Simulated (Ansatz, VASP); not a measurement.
Two plane-wave programs on Ru

The input INCAR:

```
ALGO = Fast
EDIFF = 1E-6
ENCUT = 520
GGA = PS
ISIF = 2
ISMEAR = 0
LASPH = True
LCHARG = False
LREAL = False
LWAVE = False
NBANDS = 21
NELM = 60
PREC = Accurate
SIGMA = 0.15
```

Contents of KPOINTS:

```
k-points
0
Gamma
  24 24 12
```

Contents of POSCAR:

```
Ru
1.0
    2.7057993342      0.0000000000      0.0000000000
   -1.3528996671      2.3432909610      0.0000000000
    0.0000000000      0.0000000000      4.6565662500
Ru
2
Direct
    0.3333333333      0.6666666667      0.2500000000
    0.6666666667      0.3333333333      0.7500000000
```

Input for Ansatz:

```yaml
crystal:
  lattice:
    - [2.7057993342, 0.0, 0.0]
    - [-1.3528996671, 2.343290961, 0.0]
    - [0.0, 0.0, 4.65656625]
  atoms:
    - { symbol: Ru, position: [0.3333333333, 0.6666666667, 0.25] }
    - { symbol: Ru, position: [0.6666666667, 0.3333333333, 0.75] }
basis:
  ecutwfc: 420
kpoints:
  mp_grid: { grid: [24, 24, 12] }
hamiltonian:
  xc: pbesol
scf:
  occupations: { method: gaussian, width: 0.15 }
output:
  forces: true
  stress: true
  eigenvalues: true
```

Change from the starting cell: strain +0.0875 x Voigt [0, 0, 1, 0, 0, 0], atoms carried along.

Alike in both runs: task single point; functional PBEsol; k mesh 24 × 24 × 12; occupations gaussian, width 0.15 eV; no spin polarisation.

|  | VASP | Ansatz |
| --- | --- | --- |
| version | VASP 6.6.1 | Ansatz 0.2.0 |
| potentials or method | VASP PAW PBE potentials, release 64 (Ru_pv), cutoff 520 eV | scalar-relativistic, plane waves, PAW |
| valence electrons in the cell | 28 | 32 |

```tsv
	VASP	Ansatz	Ansatz less VASP
gap on the k mesh at the Fermi level (eV)	none	none	-
pressure (GPa)	-26.4	-26.2	+0.17
traceless stress, the component that is largest in VASP (GPa)	-20.55	-20.58	-0.034
```

VASP's potentials were made for PBE, not for PBEsol. A gap of «none» marks a metal or a gap that the smearing closes. The functional is the same, so the differences come from potentials, cutoffs and numerics. VASP's potentials hold 28 valence electrons a cell and Ansatz's 32, so a difference there can come from the potentials and not from the codes.
